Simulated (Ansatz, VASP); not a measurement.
## One calculation of Al4As3N, two programs

INCAR

```
SYSTEM = Al4As3N
PREC = Accurate
ENCUT = 520
EDIFF = 1E-6
ISMEAR = -1
SIGMA = 0.02
LREAL = .False.
LASPH = .True.
NELM = 60
ALGO = Normal
ISIF = 2
LWAVE = .False.
LCHARG = .True.
GGA = PE
LELF = .True.
LVHAR = .True.
NBANDS = 26
```

KPOINTS

```
regular mesh
0
Gamma
  6 6 6
  0 0 0
```

File POSCAR:

```
Al4As3N
1.0
    5.3291201925      0.0000000000      0.0000000000
    0.0000000000      5.3291201925      0.0000000000
    0.0000000000      0.0000000000      5.3291201925
N Al As
1 4 3
Direct
    0.0000000000      0.0000000000      0.0000000000
    0.7819284783      0.7819284783      0.7819284783
    0.2180715217      0.2180715217      0.7819284783
    0.2180715217      0.7819284783      0.2180715217
    0.7819284783      0.2180715217      0.2180715217
    0.5000000000      0.5000000000      0.0000000000
    0.5000000000      0.0000000000      0.5000000000
    0.0000000000      0.5000000000      0.5000000000
```

Input for Ansatz:

```yaml
crystal:
  lattice:
    - [5.3291201925, 0.0, 0.0]
    - [0.0, 5.3291201925, 0.0]
    - [0.0, 0.0, 5.3291201925]
  atoms:
    - { symbol: "N", position: [0.0, 0.0, 0.0] }
    - { symbol: Al, position: [0.7819284783, 0.7819284783, 0.7819284783] }
    - { symbol: As, position: [0.5, 0.5, 0.0] }
    - { symbol: Al, position: [0.2180715217, 0.2180715217, 0.7819284783] }
    - { symbol: As, position: [0.5, 0.0, 0.5] }
    - { symbol: Al, position: [0.2180715217, 0.7819284783, 0.2180715217] }
    - { symbol: As, position: [0.0, 0.5, 0.5] }
    - { symbol: Al, position: [0.7819284783, 0.2180715217, 0.2180715217] }
kpoints:
  mp_grid: { grid: [6, 6, 6] }
  band_path:
    path:
      - [[0.0, 0.0, 0.0], [-3.044302771571e-51, 0.5, -6.866549753404e-34], [0.5, 0.5, -7.107481323699e-34], [0.0, 0.0, 0.0], [0.5, 0.5, 0.5], [-3.044302771571e-51, 0.5, -6.866549753404e-34]]
      - [[0.5, 0.5, 0.5], [0.5, 0.5, -7.107481323699e-34]]
    npoints: 10
hamiltonian:
  xc: pbe
scf:
  occupations: { method: fermi_dirac, width: 0.02 }
  n_extra_bands: 6
output:
  forces: true
  stress: true
  eigenvalues: true
  write_density: true
  write_potential: true
  elf: true
  volumetric_format: npy
```

Alike in both runs: task single point; functional PBE; k mesh 6 × 6 × 6; occupations fermi-dirac, width 0.02 eV; no spin polarisation.

|  | VASP | Ansatz |
| --- | --- | --- |
| version | VASP 6.6.1 | Ansatz 0.2.0 |
| potentials or method | VASP PAW PBE potentials, release 64 (N, Al, As) | plane waves, PAW |
| plane-wave cutoff (eV) | 520 | 420 |
| valence electrons in the cell | 32 | 62 |

|  | VASP | Ansatz | Ansatz less VASP |
| --- | --- | --- | --- |
| pressure (GPa) | 2.4 | 2.3 | -0.17 |
| rms of the force components (eV/Å) | 0.063 | 0.051 | -0.0120 |

VASP's potentials hold 32 valence electrons a cell and Ansatz's 62, so a difference there can come from the potentials and not from the codes.
